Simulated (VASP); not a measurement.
Write the native input for VASP 6.6.1 that does the following.

```
Task                   : single point
Functional             : r2SCAN
Dispersion             : D3(BJ)
Potentials or basis    : VASP PAW PBE potentials, release 64 (Mn_pv, O, Li_sv)
Cutoff                 : 520 eV
k mesh                 : 2 × 2 × 2
Occupations            : fermi-dirac, width 0.05 eV
Spin                   : collinear spin, ferromagnetic start
Starting moments       : [4.04, 4.04, 4.2, 4.04, 4.2, 4.04, 4.2, 4.2, 0.28, 0.28, 0.23, 0.28, 0.23, 0.28, 0.23, 0.23, 0.0] μB
Dipole correction      : no
Further INCAR settings : LREAL = Auto; ALGO = Normal; EDIFF = 1e-07; NBANDS = 96
```

The system is LiMn8O8 (a cell with a defect).

```xyz
17
Lattice="0.0000 4.4169 4.4169 4.4169 0.0000 4.4169 4.4169 4.4169 0.0000" Properties=species:S:1:pos:R:3 pbc="T T T"
Mn   -0.0470   -0.3729    0.1620
Mn    2.4515    2.0988    0.3111
Mn    2.0585   -0.1607    2.4201
Mn    4.3520    2.2530    2.1343
Mn    0.0422    2.2318    2.1178
Mn    2.3416    4.4116    2.1865
Mn    2.1954    2.2041    4.4541
Mn    4.4366    4.3562    4.5166
O     2.1446    2.1624    2.2196
O     4.4711    4.4270    2.2949
O     4.5033    2.3971    4.3723
O     6.7308    4.1038    4.4007
O     2.2295    4.5151    4.5009
O     4.7056    6.3373    4.3373
O     4.6477    4.2689    6.9337
O     6.6443    6.7243    6.7253
Li    5.6702    5.8435    7.8382
```

The input as run:

POSCAR

```
LiMn8O8
1.0
    0.0000000000      4.4169000000      4.4169000000
    4.4169000000      0.0000000000      4.4169000000
    4.4169000000      4.4169000000      0.0000000000
Mn O Li
8 8 1
Direct
   -0.0185537368      0.0552310444     -0.0658719917
   -0.0047091852      0.0751432000      0.4798840816
    0.0227421948      0.5251760284     -0.0591251783
    0.0039960153      0.4792161924      0.5060902443
    0.4876044284     -0.0081278725      0.0176820847
    0.4818424687      0.0131879825      0.5169575947
    0.5051959519      0.5032262447     -0.0061808055
    0.5021847902      0.5203876022      0.4840725396
    0.2532771854      0.2492472096      0.2362969503
    0.2547940864      0.2647784645      0.7474925853
    0.2565260703      0.7333763499      0.2861848808
    0.2007856189      0.7955466504      0.7283275601
    0.7682424325      0.2507754307      0.2539903552
    0.6757001517      0.3062781589      0.7590844257
    0.7420249496      0.8277864566      0.2244673866
    0.7703706219      0.7522583713      0.7520319681
    0.9069143517      0.8676786887      0.4160723584
```

INCAR.step1

```
SYSTEM = LiMn8O8
PREC = Accurate
ENCUT = 520
ISMEAR = -1
SIGMA = 0.05
LREAL = Auto
LASPH = .True.
NELM = 150
ISPIN = 2
MAGMOM = 4.04 4.04 4.2 4.04 4.2 4.04 4.2 4.2 0.28 0.28 0.23 0.28 0.23 0.28 0.23 0.23 0
LMAXMIX = 4
NBANDS = 96
GGA = PE
ALGO = Normal
EDIFF = 1E-4
LWAVE = .True.
LCHARG = .False.
```

INCAR.step2

```
SYSTEM = LiMn8O8
PREC = Accurate
ENCUT = 520
EDIFF = 1E-7
ISMEAR = -1
SIGMA = 0.05
LREAL = Auto
LASPH = .True.
NELM = 150
ALGO = Normal
ISIF = 2
LWAVE = .False.
LCHARG = .True.
ISPIN = 2
MAGMOM = 4.04 4.04 4.2 4.04 4.2 4.04 4.2 4.2 0.28 0.28 0.23 0.28 0.23 0.28 0.23 0.23 0
LORBIT = 11
LMAXMIX = 4
METAGGA = R2SCAN
LMIXTAU = .True.
IVDW = 12
VDW_S6 = 1.0
VDW_S8 = 0.78981345
VDW_A1 = 0.49484001
VDW_A2 = 5.73083694
LELF = .True.
LVHAR = .True.
NBANDS = 96
ISTART = 1
```

KPOINTS

```
regular mesh
0
Gamma
  2 2 2
  0 0 0
```

Potentials or basis: VASP PAW PBE potentials, release 64 (Mn_pv, O, Li_sv).

The run is started by

```sh
$ cat potpaw_PBE.64/Mn_pv/POTCAR potpaw_PBE.64/O/POTCAR potpaw_PBE.64/Li_sv/POTCAR > POTCAR
$ cp INCAR.step1 INCAR
$ mpirun -np 1 vasp_std > vasp.out
$ cp INCAR.step2 INCAR
$ mpirun -np 1 vasp_std > vasp.out
```

It gave:

```json
{
  "Largest force": "3.170 eV/Å",
  "Net moment": "37.00 μB per cell",
  "Site moments": "Mn +4.29, +3.32, +4.41, +4.23, +4.48, +4.34, +4.38 (each value once); O +0.17, +0.24, +0.19, +0.18, +0.23, +0.22, +0.20 (each value once); Li +0.03 μB",
  "Valence electrons inside the program's atomic spheres": "Mn 11.50, 11.67, 11.49, 11.53, 11.41, 11.43, 11.40, 11.46; O 5.05, 5.07, 5.06, 5.03, 5.08 (each value once); Li 2.17",
  "Dispersion energy per atom": "-0.102 eV"
}
```

Caveat: the k points lie up to 0.62 Å⁻¹ apart; the highest band is partly filled, so the run has too few bands; atoms lie so close that the PAW spheres overlap strongly, which falsifies energies and pressures; the PAW data sets were made with another functional, which shifts forces and pressure a little; only a ferromagnetic start was run, and an antiferromagnetic order may lie lower in energy.

Wall time 110 min on 1 thread of AMD EPYC 7R13 (shared host), peak memory 0.56 GiB.
